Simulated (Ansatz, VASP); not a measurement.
CuI in VASP and in Ansatz

The input POSCAR:

```
CuI
1.0
    3.0116971668      3.0116971668      0.0000000000
   -3.0116971668      3.0116971668      0.0000000000
    0.0000000000      3.0116971668      3.0116971668
Cu I
1 1
Direct
    0.7500000000      0.2500000000      0.5000000000
    0.0000000000      0.0000000000      0.0000000000
```

INCAR.step1

```
PREC     = Accurate       # precision mode
ENCUT    = 520            # plane-wave cutoff, eV
ISMEAR   = 0              # smearing method
SIGMA    = 0.01           # smearing width, eV
LREAL    = F              # projectors in reciprocal space
LASPH    = T              # aspherical terms in the spheres
NELM     = 80             # most SCF steps
NBANDS   = 16             # bands
GGA      = PE             # functional
ALGO     = Normal         # electronic algorithm
EDIFF    = 1E-4           # SCF threshold, eV
LWAVE    = T              # write WAVECAR
LCHARG   = F              # write CHGCAR
```

INCAR.step2

```
PREC     = Accurate       # precision mode
ENCUT    = 520            # plane-wave cutoff, eV
EDIFF    = 1E-6           # SCF threshold, eV
ISMEAR   = 0              # smearing method
SIGMA    = 0.01           # smearing width, eV
LREAL    = F              # projectors in reciprocal space
LASPH    = T              # aspherical terms in the spheres
NELM     = 80             # most SCF steps
ALGO     = Normal         # electronic algorithm
ISIF     = 2              # what is computed and relaxed
LWAVE    = F              # write WAVECAR
LCHARG   = F              # write CHGCAR
METAGGA  = R2SCAN         # meta-GGA
LMIXTAU  = T            
NBANDS   = 16             # bands
ISTART   = 1
```

File KPOINTS:

```
regular mesh
0
Gamma
  6 6 6
```

Input for Ansatz:

```yaml
crystal:
  lattice:
    - [3.01169716675, 3.01169716675, 0.0]
    - [-3.01169716675, 3.01169716675, 0.0]
    - [0.0, 3.01169716675, 3.01169716675]
  atoms:
    - { symbol: Cu, position: [0.75, 0.25, 0.5] }
    - { symbol: I, position: [0.0, 0.0, 0.0] }
kpoints:
  mp_grid: { grid: [6, 6, 6] }
scf:
  occupations: { method: fixed }
  convergence: { dr2_threshold: 1.0e-10 }
hamiltonian:
  xc: r2scan
  pseudopotentials: { kind: paw }
output:
  forces: true
  stress: true
  eigenstates:
    kpoints:
      - [0.0, 0.0, 0.0]
      - [-0.5, -0.5, -0.5]
      - [-0.5, 0.5, 0.0]
      - [0.0, 0.0, -0.5]
      - [0.0, -0.5, -0.5]
      - [0.0, 0.5, 0.0]
      - [-0.5, 0.0, 0.0]
      - [-0.5, 0.0, -0.5]
  eigenvalues: true
```

Change from the starting cell: unstrained.

Alike in both runs: task single point; functional r2SCAN; k mesh 6 × 6 × 6; no spin polarisation.

|  | VASP | Ansatz |
| --- | --- | --- |
| version | VASP 6.6.1 | Ansatz 0.2.0 |
| potentials or method | VASP PAW PBE potentials, release 64 (Cu, I) | PAW with Ansatz's default frozen-core files, scalar-relativistic |
| plane-wave cutoff (eV) | 520 | 500 |
| occupations | gaussian, width 0.01 eV | fixed |
| valence electrons in the cell | 18 | 36 |

|  | VASP | Ansatz | Ansatz less VASP |
| --- | --- | --- | --- |
| gap on the k mesh at the Fermi level (eV) | 1.67 | 1.67 | -0.005 |
| pressure (GPa) | 0.0 | 0.0 | +0.04 |

VASP's potentials were made for PBE, not for r2SCAN. VASP's potentials hold 18 valence electrons a cell and Ansatz's 36, so a difference there can come from the potentials and not from the codes.

Spin-orbit coupling is off throughout.
